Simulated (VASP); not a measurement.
Input of a VASP 6.6.1 run:

The input INCAR:

```
PREC = Accurate ; ENCUT = 520
EDIFF = 1E-8 ; ISMEAR = 0
SIGMA = 0.01 ; LREAL = False
LASPH = True ; NELM = 120
ALGO = Normal ; ISIF = 2
LWAVE = False ; LCHARG = False
GGA = PE ; LEPSILON = True
GGA_COMPAT = False
```

KPOINTS

```
regular mesh
0
Gamma
  9 9 4
```

The input POSCAR:

```
BN
1.0
    2.5008383104      0.0000000000      0.0000000000
   -1.2504191552      2.1657895075      0.0000000000
    0.0000000000      0.0000000000      6.8931205922
B N
2 2
Direct
    0.3333333333      0.6666666667      0.2500000000
    0.6666666667      0.3333333333      0.7500000000
    0.6666666667      0.3333333333      0.2500000000
    0.3333333333      0.6666666667      0.7500000000
```

Potentials or basis: VASP PAW PBE potentials, release 64 (B, N).

Command:

```console
$ cat potpaw_PBE.64/B/POTCAR potpaw_PBE.64/N/POTCAR > POTCAR
$ mpirun -np 1 vasp_std > vasp.out
```

Problem. Estimate the electronic dielectric tensor (diagonal).

Solution. 4.62, 4.62, 2.53.

Problem. Predict the Born charges (mean of the diagonal).

Solution. B +2.03; N -2.03 e.

Problem. Predict the band gap on the k mesh.

Solution. 4.45 eV (least direct gap 4.66 eV).

Electronic dielectric tensor:
```
4.62 0.00 0.00
0.00 4.62 0.00
0.00 0.00 2.53
```

Caveat: an odd mesh through Γ misses points on the zone boundary, where band edges can lie.
